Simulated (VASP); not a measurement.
A run of VASP 6.6.1 is set up as follows.

File INCAR:

```
  PREC = Accurate
  ENCUT = 520
  EDIFF = 1E-6
  ISMEAR = 0
  SIGMA = 0.05
  LREAL = False
  LASPH = True
  NELM = 60
  ALGO = Normal
  ISIF = 2
  LWAVE = False
  LCHARG = False
  GGA = PE
  NBANDS = 16
```

KPOINTS

```
regular mesh
0
Gamma
  10 10 10
```

Contents of POSCAR:

```
GaN
1.0
    0.0000000000      2.3661756379      2.1971630923
    2.3661756379      0.0000000000      2.1971630923
    2.3661756379      2.3661756379      0.0000000000
Ga N
1 1
Direct
    0.0000000000      0.0000000000      0.0000000000
    0.7500000000      0.7500000000      0.7500000000
```

Potentials or basis: VASP PAW PBE potentials, release 64 (Ga_d, N).

Command:

```sh
$ cat potpaw_PBE.64/Ga_d/POTCAR potpaw_PBE.64/N/POTCAR > POTCAR
$ mpirun -np 1 vasp_std > vasp.out
```

(1) Predict the pressure.

(2) Predict the band gap on the k mesh.

Answers

(1) -7.1 GPa.

(2) 1.05 eV, direct.

Caveat: the cell differs from its parent crystal (strain +0.050 along x and y, -0.025 along z).
